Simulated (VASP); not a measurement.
Crystal: Be5Te.

```
Be Te
1.0
     3.97000    0.00000    0.00000
    -1.98500    3.43812    0.00000
     0.00000    0.00000   10.60000
Be Te
10 2
Cartesian
  0.0000 0.0000 0.0000
  -1.3233 2.2921 8.7980
  0.6617 3.4381 8.7980
  1.9850 1.1460 0.0000
  0.0000 2.2921 0.0000
  0.6616 1.1460 8.7980
  2.6466 2.2921 1.8020
  0.6617 1.1460 1.8020
  2.6467 0.0000 1.8020
  0.0000 0.0000 5.3000
  1.9850 1.1460 6.7416
  0.0000 2.2921 3.8584
```

| Item | Value |
| --- | --- |
| Program | VASP 6.6.1 |
| Task | relaxation of cell and atoms |
| Functional | PBE |
| Potentials or basis | VASP PAW PBE potentials, release 64 (Be, Te) |
| Cutoff | 600 eV |
| k mesh | 5 × 5 × 2 |
| Occupations | gaussian, width 0.2 eV |
| Spin | no spin polarisation |

At the start: pressure 0.3 GPa; volume 12.06 Å³/atom.

Problem. Where does the relaxation end?

Solution. Over 5 steps the energy falls by 19.4 meV/atom and the volume is 11.97 Å³/atom (-0.7 %); space group P321 (No. 150, to 0.05 Å).

The path:
```
step  energy change (eV)  largest force (eV/Å)  pressure (GPa)  volume (Å³)
   1              0.0000                1.2198            0.29       144.68
   2             -0.2124                0.2128           -0.55       145.11
   3             -0.2231                0.1412           -0.60       145.23
   4             -0.2313                0.0895            0.05       144.24
   5             -0.2328                0.0768            0.44       143.66
```

Final structure:
```
Be Te
1.0
     3.91977    0.00000    0.00000
    -1.95989    3.39462    0.00000
     0.00000    0.00000   10.79642
Be Te
10 2
Direct
  0.00000 0.00000 0.00000
  0.00405 0.67124 0.83436
  0.66718 0.99595 0.83436
  0.66667 0.33333 0.00004
  0.33333 0.66667 0.99996
  0.32876 0.33282 0.83436
  0.99595 0.66718 0.16564
  0.33282 0.32876 0.16564
  0.67124 0.00405 0.16564
  0.00000 0.00000 0.50000
  0.66667 0.33333 0.62900
  0.33333 0.66667 0.37100
```

Caveat: the k points lie up to 0.37 Å⁻¹ apart in the final cell; the relaxation stopped at a loose force limit of 0.08 eV/Å, so its end isn't a converged minimum.
